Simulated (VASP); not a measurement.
LaCo2P2, 5 atoms in the cell. Symmetry: I4/mmm, No. 139, tetragonal system. The conventional cell has a = 3.800 Å, b = 3.800 Å, c = 11.014 Å, α = 90.00°, β = 90.00°, γ = 90.00°. Within 4.1 Å of La (site symmetry 4/mmm) lie 10 P at 3.15 to 3.86 Å and 8 Co at 3.35 Å and 4 La at 3.80 Å. Within 2.9 Å of Co (site symmetry -4m2) lie 4 P at 2.20 Å and 4 Co at 2.69 Å. P (site symmetry 4mm) has 4 Co at 2.20 Å within 2.9 Å. 

```yaml
Program: VASP 6.6.1
Task: single point
Functional: PBEsol
Potentials_or_basis: VASP PAW PBE potentials, release 64 (La, Co, P)
Cutoff: 520 eV
k_mesh: 10 × 10 × 10
Occupations: gaussian, width 0.05 eV
Spin: collinear spin, ferromagnetic start
Starting_moments: "[0.0, 3.0, 3.0, 0.0, 0.0] μB"
Dipole_correction: no
Further_INCAR_settings: ALGO = Normal; EDIFF = 1e-07; NBANDS = 32
```

Potentials or basis: VASP PAW PBE potentials, release 64 (La, Co, P).

The run is started by

```console
$ cat potpaw_PBE.64/La/POTCAR potpaw_PBE.64/Co/POTCAR potpaw_PBE.64/P/POTCAR > POTCAR
$ mpirun -np 1 vasp_std > vasp.out
```

Hardware: 1 thread of Intel(R) Xeon(R) Platinum 8488C (Sapphire Rapids), on a shared host.

Task: Estimate the wall time of this run.

Result: Wall time 10 min on 1 thread of Intel(R) Xeon(R) Platinum 8488C (Sapphire Rapids) (shared host), peak memory 0.53 GiB. Counts: scf iterations 21, k points 102.
